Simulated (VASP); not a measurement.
Wanted: the native input for a VASP 6.6.1 run.

| Item | Value |
| --- | --- |
| Task | single point |
| Functional | LDA |
| Potentials or basis | VASP PAW LDA potentials, release 64 (Sn_d) |
| Cutoff | 520 eV |
| k mesh | 15 × 15 × 15 |
| Occupations | fermi-dirac, width 0.05 eV |
| Spin | no spin polarisation |
| Dipole correction | no |
| Further INCAR settings | ALGO = Normal; EDIFF = 1e-07; NBANDS = 13 |

The structure of Sn lies in POSCAR:

```
Sn
1.0
   -1.7821776900      1.7821776900      1.7821776900
    1.7821776900     -1.7821776900      1.7821776900
    1.7821776900      1.7821776900     -1.7821776900
Sn
1
Direct
    0.0000000000      0.0000000000      0.0000000000
```

This isn't the form of Sn at room conditions, which is tetragonal (white tin).

The input as run:

INCAR

```
  PREC = Accurate
  ENCUT = 520
  EDIFF = 1E-7
  ISMEAR = -1
  SIGMA = 0.05
  LREAL = False
  LASPH = True
  NELM = 100
  ALGO = Normal
  ISIF = 2
  LWAVE = False
  LCHARG = False
  NBANDS = 13
```

KPOINTS

```
regular mesh
0
Gamma
  15 15 15
```

Potentials or basis: VASP PAW LDA potentials, release 64 (Sn_d).

Command:

```sh
$ cat potpaw_LDA.64/Sn_d/POTCAR > POTCAR
$ mpirun -np 1 vasp_std > vasp.out
```

Results of the run:

```yaml
Pressure: 9.1 GPa
Band_gap_on_the_k_mesh: zero (bands 7 and 8 overlap by 12.74 eV)
```

Caveat: the cell stands under pressure; spin-orbit coupling is left out, which moves the levels of the heavy elements.

It took 8.6 s on 1 thread of Intel(R) Xeon(R) 6975P-C (Granite Rapids) (shared host), peak memory 0.14 GiB.
